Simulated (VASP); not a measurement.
Input of a VASP 6.6.1 run:

File POSCAR:

```
PbS
1.0
    0.0000000000      2.8908750000      2.8167500000
    2.8908750000      0.0000000000      2.8167500000
    2.8908750000      2.8908750000      0.0000000000
Pb S
1 1
Direct
    0.0000000000      0.0000000000      0.0000000000
    0.5000000000      0.5000000000      0.5000000000
```

INCAR.step1

```
SYSTEM = PbS
PREC = Accurate ; ENCUT = 550
ISMEAR = 0 ; SIGMA = 0.05
LREAL = .FALSE. ; LASPH = .TRUE.
NELM = 120 ; NBANDS = 17
GGA = PE ; ALGO = Normal
EDIFF = 1E-5 ; LWAVE = .TRUE.
LCHARG = .FALSE. ; GGA_COMPAT = .FALSE.
```

Contents of INCAR.step2:

```
SYSTEM = PbS
PREC = Accurate ; ENCUT = 550
EDIFF = 1E-6 ; ISMEAR = 0
SIGMA = 0.05 ; LREAL = .FALSE.
LASPH = .TRUE. ; NELM = 120
ALGO = Normal ; ISIF = 2
LWAVE = .FALSE. ; LCHARG = .FALSE.
METAGGA = R2SCAN ; LMIXTAU = .TRUE.
NBANDS = 17 ; ISTART = 1
GGA_COMPAT = .FALSE.
```

Contents of KPOINTS:

```
regular mesh
0
G
  8 8 8
  0 0 0
```

Potentials or basis: VASP PAW PBE potentials, release 64 (Pb_d, S).

Launch:

```console
$ cat potpaw_PBE.64/Pb_d/POTCAR potpaw_PBE.64/S/POTCAR > POTCAR
$ cp INCAR.step1 INCAR
$ mpirun -np 1 vasp_std > vasp.out
$ cp INCAR.step2 INCAR
$ mpirun -np 1 vasp_std > vasp.out
```

Task: Estimate the pressure.

Result: 9.5 GPa.

Task: What does it give for the band gap on the k mesh?

Result: 0.13 eV.

Stress tensor (GPa, compression positive):
```
 7.62  0.00  0.00
 0.00  7.62  0.00
 0.00  0.00 13.34
```

Caveat: the cell differs from its parent crystal (strain -0.025 along x and y, -0.050 along z); the cell stands under pressure; the PAW data sets were made with another functional, which shifts forces and pressure a little; spin-orbit coupling is left out, which moves the levels of the heavy elements. A k mesh can miss the band edges.
